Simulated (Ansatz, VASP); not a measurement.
## Zn: VASP beside Ansatz

INCAR

```
PREC     = Accurate       # precision mode
ENCUT    = 600            # plane-wave cutoff, eV
EDIFF    = 1E-6           # SCF threshold, eV
ISMEAR   = 0              # smearing method
SIGMA    = 0.1            # smearing width, eV
LREAL    = F              # projectors in reciprocal space
LASPH    = T              # aspherical terms in the spheres
NELM     = 100            # most SCF steps
ALGO     = Normal         # electronic algorithm
ISIF     = 3              # what is computed and relaxed
LWAVE    = F              # write WAVECAR
LCHARG   = F              # write CHGCAR
GGA      = PE             # functional
IBRION   = 2              # ionic algorithm
NSW      = 90             # ionic steps
EDIFFG   = -0.04          # ionic threshold
```

KPOINTS

```
regular mesh
0
Gamma
  6 6 4
```

POSCAR

```
Zn
1.0
    1.5576340731     -4.9411352773      0.0000000000
    1.5576340731      4.9411352773      0.0000000000
    0.0000000000      0.0000000000      4.1223185742
Zn
4
Direct
    0.0980000000      0.9020000000      0.9100000000
    0.5980000000      0.4020000000      0.5900000000
    0.9020000000      0.0980000000      0.0900000000
    0.4020000000      0.5980000000      0.4100000000
```

Input for Ansatz:

```yaml
crystal:
  lattice:
    - [1.5576340731, -4.9411352773, 0.0]
    - [1.5576340731, 4.9411352773, 0.0]
    - [0.0, 0.0, 4.1223185742]
  atoms:
    - { symbol: Zn, position: [0.098, 0.902, 0.91] }
    - { symbol: Zn, position: [0.598, 0.402, 0.59] }
    - { symbol: Zn, position: [0.902, 0.098, 0.09] }
    - { symbol: Zn, position: [0.402, 0.598, 0.41] }
basis:
  ecutwfc: 420
kpoints:
  mp_grid: { grid: [6, 6, 4] }
hamiltonian:
  xc: pbe
scf:
  occupations: { method: gaussian, width: 0.1 }
  lower_state_search: "off"
output:
  forces: true
  stress: true
  eigenvalues: true
relax:
  adjacent_minimum: "off"
  f_tol: 0.04
  max_steps: 70
  cell: { stress_tol: 0.4 }
```

Alike in both runs: task relaxation of cell and atoms; functional PBE; k mesh 6 × 6 × 4; occupations gaussian, width 0.1 eV; no spin polarisation.

|  | VASP | Ansatz |
| --- | --- | --- |
| version | VASP 6.6.1 | Ansatz 0.2.0 |
| potentials or method | VASP PAW PBE potentials, release 64 (Zn), cutoff 600 eV | scalar-relativistic, plane waves, PAW |
| valence electrons in the cell | 48 | 48 |

VASP gave:

```
gap on the k mesh at the Fermi level, each at its own relaxed structure (eV) : none
relaxed volume (Å³/atom)                                                     : 16.44
relaxed cell length with the largest relative difference (Å)                 : 4.211
```

Task: What did Ansatz give for the same quantities?

Result: gap on the k mesh at the Fermi level, each at its own relaxed structure (eV): none; relaxed volume (Å³/atom): 16.42; relaxed cell length with the largest relative difference (Å): 4.181.

A gap of «none» marks a metal or a gap that the smearing closes.

The k mesh is coarse, so the values compare programs but aren't converged.
